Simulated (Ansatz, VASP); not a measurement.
Given: the input of a run of Ansatz 0.2.0 on V.

The input input.yaml:

```yaml
crystal:
  lattice:
    - [2.6042941027, 0.0, 0.0]
    - [-1.3021470513, 2.2553848518, 0.0]
    - [0.0, 0.0, 4.723336]
  atoms:
    - { symbol: V, position: [0.3333333333, 0.6666666667, 0.25], spin: 2.0 }
    - { symbol: V, position: [0.6666666667, 0.3333333333, 0.75], spin: 2.0 }
kpoints:
  mp_grid: { grid: [12, 12, 6] }
scf:
  occupations: { method: gaussian, width: 0.1 }
hamiltonian:
  xc: pbe
  pseudopotentials: { kind: all_electron, lapw: { basis_error: 0.001 } }
magnetization:
  spin_polarized: true
output:
  forces: true
  stress: true
  eigenvalues: true
```

Potentials or basis: all-electron LAPW, scalar-relativistic.

Launch:

```bash
$ ansatz run input.yaml --threads 2 --pin off --max-ram 6144MiB --backend cpu --events-out ev --progress --plain --runs-dir out
```

Problem. Set up the same calculation for VASP 6.6.1. Potentials there: VASP PAW PBE potentials, release 64 (V_sv).

Solution. As run (the cutoff follows the program's own potentials):

The input INCAR:

```
ALGO     = Normal         # electronic algorithm
EDIFF    = 1E-6           # SCF threshold, eV
ENCUT    = 520            # plane-wave cutoff, eV
GGA      = PE             # functional
ISIF     = 2              # what is computed and relaxed
ISMEAR   = 0              # smearing method
ISPIN    = 2              # spin polarisation
LASPH    = True           # aspherical terms in the spheres
LCHARG   = True           # write CHGCAR
LELF     = True           # ELF
LMAXMIX  = 4              # l up to which the mixer works
LORBIT   = 11             # projections on sites
LREAL    = False          # projectors in reciprocal space
LVHAR    = True         
LWAVE    = False          # write WAVECAR
MAGMOM   = 2 2            # initial moments
NBANDS   = 24             # bands
NELM     = 150            # most SCF steps
PREC     = Accurate       # precision mode
SIGMA    = 0.1            # smearing width, eV
```

File KPOINTS:

```
k-points
0
Gamma
  12 12 6
```

The input POSCAR:

```
V
1.0
    2.6042941027      0.0000000000      0.0000000000
   -1.3021470513      2.2553848518      0.0000000000
    0.0000000000      0.0000000000      4.7233360000
V
2
Direct
    0.3333333333      0.6666666667      0.2500000000
    0.6666666667      0.3333333333      0.7500000000
```

Potentials or basis: VASP PAW PBE potentials, release 64 (V_sv).

Run with:

```bash
$ cat potpaw_PBE.64/V_sv/POTCAR > POTCAR
$ mpirun -np 1 vasp_std > vasp.out
```

Both were run:

|  | VASP | Ansatz | Ansatz less VASP |
| --- | --- | --- | --- |
| gap on the k mesh at the Fermi level (eV) | none | none | - |
| pressure (GPa) | -0.4 | -0.6 | -0.22 |
| traceless stress, the component that is largest in VASP (GPa) | -0.71 | -0.65 | +0.061 |
| net moment per atom (μB) | 0.00 | 0.00 | 0.000 |

A gap of «none» marks a metal or a gap that the smearing closes. Ansatz ran all-electron here, and VASP with PAW potentials.
